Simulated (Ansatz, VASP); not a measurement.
# Two plane-wave programs on SnO

File INCAR:

```
SYSTEM = SnO
PREC     = Accurate       ! precision mode
ENCUT    = 520            ! plane-wave cutoff, eV
EDIFF    = 1E-6           ! SCF threshold, eV
ISMEAR   = 0              ! smearing method
SIGMA    = 0.15           ! smearing width, eV
LREAL    = .FALSE.        ! projectors in reciprocal space
LASPH    = .TRUE.         ! aspherical terms in the spheres
NELM     = 80             ! most SCF steps
ALGO     = Normal         ! electronic algorithm
ISIF     = 2              ! what is computed and relaxed
LWAVE    = .FALSE.        ! write WAVECAR
LCHARG   = .FALSE.        ! write CHGCAR
GGA      = PS             ! functional
NBANDS   = 28             ! bands
```

KPOINTS

```
Automatic mesh
0
G
  12 12 10
  0 0 0
```

POSCAR

```
SnO
1.0
    3.5729390771      0.0000000000      0.0000000000
    0.0000000000      3.5729390771      0.0000000000
    0.0000000000      0.0000000000      4.7395036858
Sn O
2 2
Direct
    0.0000000000      0.5000000000      0.2425296443
    0.5000000000      0.0000000000      0.7574703557
    0.0000000000      0.0000000000      0.0000000000
    0.5000000000      0.5000000000      0.0000000000
```

Input for Ansatz:

```yaml
crystal:
  lattice:
    - [3.5729390771, 0.0, 0.0]
    - [0.0, 3.5729390771, 0.0]
    - [0.0, 0.0, 4.7395036858]
  atoms:
    - { symbol: Sn, position: [0.0, 0.5, 0.2425296443] }
    - { symbol: Sn, position: [0.5, 0.0, 0.7574703557] }
    - { symbol: O, position: [0.0, 0.0, 0.0] }
    - { symbol: O, position: [0.5, 0.5, 0.0] }
basis:
  ecutwfc: 520.0
kpoints:
  mp_grid: { grid: [12, 12, 10] }
hamiltonian:
  xc: pbesol
scf:
  occupations: { method: gaussian, width: 0.15 }
output:
  forces: true
  stress: true
  eigenvalues: true
```

Alike in both runs: task single point; functional PBEsol; k mesh 12 × 12 × 10; occupations gaussian, width 0.15 eV; no spin polarisation.

```csv
,VASP,Ansatz
version,VASP 6.6.1,Ansatz 0.2.0
potentials or method,"VASP PAW PBE potentials, release 64 (Sn_d, O), cutoff 520 eV","scalar-relativistic, plane waves, PAW"
valence electrons in the cell,40,40
```

```csv
,VASP,Ansatz,Ansatz less VASP
gap on the k mesh at the Fermi level (eV),none,none,-
pressure (GPa),18.2,17.8,-0.48
"traceless stress, the component that is largest in VASP (GPa)",-6.04,-6.09,-0.046
rms of the force components (eV/Å),0.837,0.786,-0.0518
```

VASP's potentials were made for PBE, not for PBEsol. Atom by atom the forces differ by 0.052 eV/Å (rms over components). A gap of «none» marks a metal or a gap that the smearing closes. The functional is the same, so the differences come from potentials, cutoffs and numerics.
